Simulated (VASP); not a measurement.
Input of a VASP 6.6.1 run:

Contents of POSCAR:

```
CdS
1.0
    0.0000000000      2.7267765431      2.7267765431
    2.7267765431      0.0000000000      2.7267765431
    2.7267765431      2.7267765431      0.0000000000
Cd S
1 1
Direct
    0.0000000000      0.0000000000      0.0000000000
    0.5000000000      0.5000000000      0.5000000000
```

The input INCAR.step1:

```
ALGO = Normal ; EDIFF = 1E-4
ENCUT = 520 ; GGA = PE
ISMEAR = 0 ; LASPH = T
LCHARG = F ; LREAL = F
LWAVE = T ; NBANDS = 16
NELM = 60 ; PREC = Accurate
SIGMA = 0.01
```

INCAR.step2

```
ALGO = Normal ; EDIFF = 1E-7
ENCUT = 520 ; ISIF = 2
ISMEAR = 0 ; ISTART = 1
LASPH = T ; LCHARG = F
LMIXTAU = T ; LREAL = F
LWAVE = F ; METAGGA = R2SCAN
NBANDS = 16 ; NELM = 60
PREC = Accurate ; SIGMA = 0.01
```

KPOINTS

```
k-points
0
Gamma
  6 6 6
```

Potentials or basis: VASP PAW PBE potentials, release 64 (Cd, S).

The run is started by

```sh
$ cat potpaw_PBE.64/Cd/POTCAR potpaw_PBE.64/S/POTCAR > POTCAR
$ cp INCAR.step1 INCAR
$ mpirun -np 1 vasp_std > vasp.out
$ cp INCAR.step2 INCAR
$ mpirun -np 1 vasp_std > vasp.out
```

(1) What does it give for the band gap on the k mesh?

(2) Predict the pressure.

Results:

(1) 0.73 eV, indirect (least direct gap 2.35 eV).

(2) 0.5 GPa.

Caveat: the PAW data sets were made with another functional, which shifts forces and pressure a little.
